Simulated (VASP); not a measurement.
Here is a VASP 6.6.1 calculation.

File POSCAR:

```
GaN
1.0
    3.1830984299      0.0000000000      0.0000000000
   -1.5915492150      2.7566441030      0.0000000000
    0.0000000000      0.0000000000      5.1835962425
Ga N
2 2
Direct
    0.3333333333      0.6666666667      0.9991101046
    0.6666666667      0.3333333333      0.4991101046
    0.3514713294      0.7029426589      0.3951815214
    0.6666666667      0.3333333333      0.8758898954
```

INCAR.step1

```
PREC = Accurate
ENCUT = 520
ISMEAR = 0
SIGMA = 0.05
LREAL = F
LASPH = T
NELM = 60
NBANDS = 26
GGA = PE
ALGO = Normal
EDIFF = 1E-4
LWAVE = T
LCHARG = F
```

The input INCAR.step2:

```
PREC = Accurate
ENCUT = 520
EDIFF = 1E-6
ISMEAR = 0
SIGMA = 0.05
LREAL = F
LASPH = T
NELM = 60
ALGO = Normal
ISIF = 2
LWAVE = F
LCHARG = F
METAGGA = R2SCAN
LMIXTAU = T
NBANDS = 26
ISTART = 1
```

File KPOINTS:

```
Automatic mesh
0
Gamma
  12 12 6
```

Potentials or basis: VASP PAW PBE potentials, release 64 (Ga_d, N).

Run with:

```console
$ cat potpaw_PBE.64/Ga_d/POTCAR potpaw_PBE.64/N/POTCAR > POTCAR
$ cp INCAR.step1 INCAR
$ mpirun -np 1 vasp_std > vasp.out
$ cp INCAR.step2 INCAR
$ mpirun -np 1 vasp_std > vasp.out
```

(1) What does it give for the pressure?

(2) Predict the band gap on the k mesh.

(3) Predict the largest force.

## Answers

(1) 2.5 GPa.

(2) 2.27 eV.

(3) 2.696 eV/Å.

Caveat: the cell differs from its parent crystal (atom 3 (N) moved by (+0.100, +0.100) A along y and z); the stress differs along the axes, from -1 to 9 GPa; the PAW data sets were made with another functional, which shifts forces and pressure a little.
